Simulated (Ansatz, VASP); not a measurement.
**Ti in VASP and in Ansatz**

```
CELL_PARAMETERS angstrom
2.08934 0.00000 0.00000
0.00000 2.08934 0.00000
0.00000 0.00000 2.08934
ATOMIC_POSITIONS crystal
Ti 0.00000 0.00000 0.00000
```

Change from the starting cell: volume scaled by 0.55, LAPW.

Alike in both runs: task single point; functional LDA; k mesh 15 × 15 × 15; occupations fermi-dirac, width 0.05 eV; no spin polarisation.

|  | VASP | Ansatz |
| --- | --- | --- |
| version | VASP 6.6.1 | Ansatz 0.2.0 |
| potentials or method | VASP PAW LDA potentials, release 64 (Ti_sv), cutoff 520 eV | all-electron LAPW, scalar-relativistic |

Ansatz gave:

```
pressure (GPa) : 162.4
```

Question: Estimate VASP's values.

Answer: Pressure (GPa): 167.4.

LDA's correlation is that of Perdew and Zunger in VASP and of Perdew and Wang (1992) in Ansatz. Both programs put the cell under a high pressure, so it lies far from rest at this level. Ansatz ran all-electron here, and VASP with PAW potentials.

Noted on VASP's run: the cell as given lies far from equilibrium.
